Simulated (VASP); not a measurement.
Pb4O:

```
Pb O
1.0
     4.61558    0.00000    0.00000
     0.00000    4.61558    0.00000
     0.00000    0.00000    6.52890
Pb O
4 1
Direct
  0.50000 0.00000 0.24739
  0.00000 0.50000 0.75261
  0.50000 0.00000 0.75261
  0.00000 0.50000 0.24739
  0.00000 0.00000 0.00000
```

| Quantity | Value |
| --- | --- |
| Program | VASP 6.6.1 |
| Task | relaxation of cell and atoms |
| Functional | PBE |
| Potentials or basis | VASP PAW PBE potentials, release 64 (Pb_d, O) |
| Cutoff | 600 eV |
| k mesh | 8 × 8 × 6 |
| Occupations | gaussian, width 0.1 eV |
| Spin | no spin polarisation |

At the start: pressure 0.2 GPa; volume 27.82 Å³/atom.

**Question.** How do energy, volume and symmetry change on relaxing?

**Answer.** Over 9 steps the energy falls by 2.2 meV/atom and the volume is 28.06 Å³/atom (+0.9 %); space group P4/mmm (No. 123, to 0.05 Å).

The path:
| step | energy change (eV) | largest force (eV/Å) | pressure (GPa) | volume (Å³) |
| --- | --- | --- | --- | --- |
| 1 | 0.0000 | 0.1447 | 0.22 | 139.09 |
| 2 | -0.0049 | 0.1133 | 0.02 | 139.85 |
| 3 | -0.0088 | 0.0572 | -0.30 | 141.16 |
| 4 | -0.0089 | 0.0459 | -0.36 | 141.41 |
| 5 | -0.0107 | 0.0325 | 0.08 | 140.27 |
| 6 | -0.0109 | 0.0131 | -0.01 | 140.53 |
| 7 | -0.0109 | 0.0116 | -0.02 | 140.55 |
| 8 | -0.0110 | 0.0076 | -0.02 | 140.49 |
| 9 | -0.0111 | 0.0072 | 0.02 | 140.31 |

Final structure:
```
Pb O
1.0
     4.65733    0.00000    0.00000
     0.00000    4.65733    0.00000
     0.00000    0.00000    6.46868
Pb O
4 1
Cartesian
  2.3287 0.0000 1.5761
  0.0000 2.3287 4.8926
  2.3287 0.0000 4.8926
  0.0000 2.3287 1.5761
  0.0000 0.0000 0.0000
```
